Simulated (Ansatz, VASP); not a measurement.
Ge in VASP and in Ansatz

```xyz
2
Lattice="0.0000 2.8860 2.8860 2.8860 0.0000 2.8860 2.8860 2.8860 0.0000" Properties=species:S:1:pos:R:3 pbc="T T T"
Ge    2.8860    2.8860    2.8860
Ge    4.3290    4.3290    4.3290
```

Alike in both runs: task single point; functional PBE; k mesh 7 × 7 × 7; occupations fermi-dirac, width 0.05 eV; non-collinear spin, spin-orbit coupling.

|  | VASP | Ansatz |
| --- | --- | --- |
| version | VASP 6.6.1 | Ansatz 0.2.0 |
| potentials or method | VASP PAW PBE potentials, release 64 (Ge_d), cutoff 520 eV | plane waves (420 eV) with PAW, fully relativistic with spin-orbit coupling |
| valence electrons in the cell | 28 | 28 |

```tsv
	VASP	Ansatz	Ansatz less VASP
net moment per atom (μB)	0.00	0.00	0.000
```
